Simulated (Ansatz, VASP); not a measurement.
Two plane-wave programs on CaO

File POSCAR:

```
CaO
1.0
    0.0000000000      2.3740598876      2.3740598876
    2.3740598876      0.0000000000      2.3740598876
    2.3740598876      2.3740598876      0.0000000000
Ca O
1 1
Direct
    0.0000000000      0.0000000000      0.0000000000
    0.5000000000      0.5000000000      0.5000000000
```

The input INCAR.step1:

```
  PREC = Accurate
  ENCUT = 520
  EDIFF = 1E-5
  ISMEAR = -1
  SIGMA = 0.05
  LREAL = False
  LASPH = True
  NELM = 100
  ALGO = Normal
  ISIF = 2
  LWAVE = True
  LCHARG = False
  GGA = PE
  NBANDS = 15
```

Contents of INCAR.step2:

```
  PREC = Accurate
  ENCUT = 520
  EDIFF = 1E-6
  ISMEAR = -1
  SIGMA = 0.05
  LREAL = False
  LASPH = True
  NELM = 100
  ALGO = Normal
  ISIF = 2
  LWAVE = False
  LCHARG = False
  GGA = PE
  LHFCALC = True
  HFSCREEN = 0.2079
  PRECFOCK = Normal
  ISTART = 1
  NBANDS = 15
```

The input KPOINTS:

```
regular mesh
0
Gamma
  4 4 4
```

Input for Ansatz:

```yaml
crystal:
  lattice:
    - [0.0, 2.374059887567, 2.374059887567]
    - [2.374059887567, 0.0, 2.374059887567]
    - [2.374059887567, 2.374059887567, 0.0]
  atoms:
    - { symbol: Ca, position: [0.0, 0.0, 0.0] }
    - { symbol: O, position: [0.5, 0.5, 0.5] }
kpoints:
  mp_grid: { grid: [4, 4, 4] }
hamiltonian:
  xc: hse06
  pseudopotentials:
    kind: paw
    azcp:
      Ca: "pseudopotentials/pbe/paw/ansatz_paw_generated_hard_1/Ca.paw.azcp"
      O: "pseudopotentials/pbe/paw/ansatz_paw_generated_hard_1/O.paw.azcp"
scf:
  occupations: { method: fermi_dirac, width: 0.05 }
  convergence: { dr2_threshold: "1e-10 eV" }
  exx: { energy_threshold: "2e-8 eV", singularity: regularized }
output:
  forces: true
  stress: true
  eigenvalues: true
```

Alike in both runs: task single point; functional HSE06; k mesh 4 × 4 × 4; occupations fermi-dirac, width 0.05 eV; no spin polarisation.

|  | VASP | Ansatz |
| --- | --- | --- |
| version | VASP 6.6.1 | Ansatz 0.2.0 development build |
| potentials or method | VASP PAW PBE potentials, release 64 (Ca_sv, O) | plane waves, PAW datasets (generated hard set |
| plane-wave cutoff (eV) | 520 | 700 |
| valence electrons in the cell | 16 | 16 |

Ansatz gave:

* gap on the k mesh at the Fermi level (eV): 5.31

**Question.** What did VASP give for the same quantities?

**Answer.** gap on the k mesh at the Fermi level (eV): 5.29.

The k mesh is coarse, so the values compare programs but aren't converged.
